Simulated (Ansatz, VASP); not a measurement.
# One calculation of CdTeSe4, two programs

```
Cd Te Se
1.0
     0.00000    4.31919    4.31919
     4.31919    0.00000    4.31919
     4.31919    4.31919    0.00000
Cd Te Se
1 1 4
Direct
  0.00000 0.00000 0.00000
  0.75000 0.75000 0.75000
  0.87355 0.37548 0.37548
  0.37548 0.37548 0.37548
  0.37548 0.87355 0.37548
  0.37548 0.37548 0.87355
```

Change from the starting cell: species swapped into the GdInPt4 type (F-43m, No. 216).

Alike in both runs: task single point; functional PBE; k mesh 4 × 4 × 4; occupations gaussian, width 0.1 eV; no spin polarisation.

|  | VASP | Ansatz |
| --- | --- | --- |
| version | VASP 6.6.1 | Ansatz 0.2.0 |
| potentials or method | VASP PAW PBE potentials, release 64 (Cd, Te, Se), cutoff 520 eV | scalar-relativistic, plane waves, PAW |
| valence electrons in the cell | 42 | 100 |

|  | VASP | Ansatz | Ansatz less VASP |
| --- | --- | --- | --- |
| gap on the k mesh at the Fermi level (eV) | none | none | - |
| pressure (GPa) | -4.6 | -4.6 | -0.01 |
| rms of the force components (eV/Å) | 0.004 | 0.004 | +0.0002 |

Atom by atom the forces differ by 0.000 eV/Å (rms over components). A gap of «none» marks a metal or a gap that the smearing closes. The functional is the same, so the differences come from potentials, cutoffs and numerics. VASP's potentials hold 42 valence electrons a cell and Ansatz's 100, so a difference there can come from the potentials and not from the codes.

Spin-orbit coupling is off throughout.
